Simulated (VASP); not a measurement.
A run of VASP 6.6.1:

File INCAR:

```
SYSTEM = LiCl
PREC = Accurate
ENCUT = 520
EDIFF = 1E-6
ISMEAR = 0
SIGMA = 0.05
LREAL = .False.
LASPH = .True.
NELM = 80
ALGO = Normal
ISIF = 2
LWAVE = .False.
LCHARG = .False.
GGA = PE
NBANDS = 12
```

The input KPOINTS:

```
Automatic mesh
0
Gamma
  8 8 8
  0 0 0
```

Contents of POSCAR:

```
LiCl
1.0
    0.0000000000      2.6160552000      2.5647600000
    2.6160552000      0.0000000000      2.5647600000
    2.6160552000      2.6160552000      0.0000000000
Li Cl
1 1
Direct
    0.0000000000      0.0000000000      0.0000000000
    0.5000000000      0.5000000000      0.5000000000
```

Potentials or basis: VASP PAW PBE potentials, release 64 (Li_sv, Cl).

Command:

```console
$ cat potpaw_PBE.64/Li_sv/POTCAR potpaw_PBE.64/Cl/POTCAR > POTCAR
$ mpirun -np 1 vasp_std > vasp.out
```

Hardware: 1 thread of Intel(R) Xeon(R) Platinum 8488C (Sapphire Rapids) (shared host).

Q: How long does it take, and how much memory?

A: It took 19 s on 1 thread of Intel(R) Xeon(R) Platinum 8488C (Sapphire Rapids), with other jobs on the host, peak memory 0.15 GiB. Counts: scf iterations 13, k points 59.
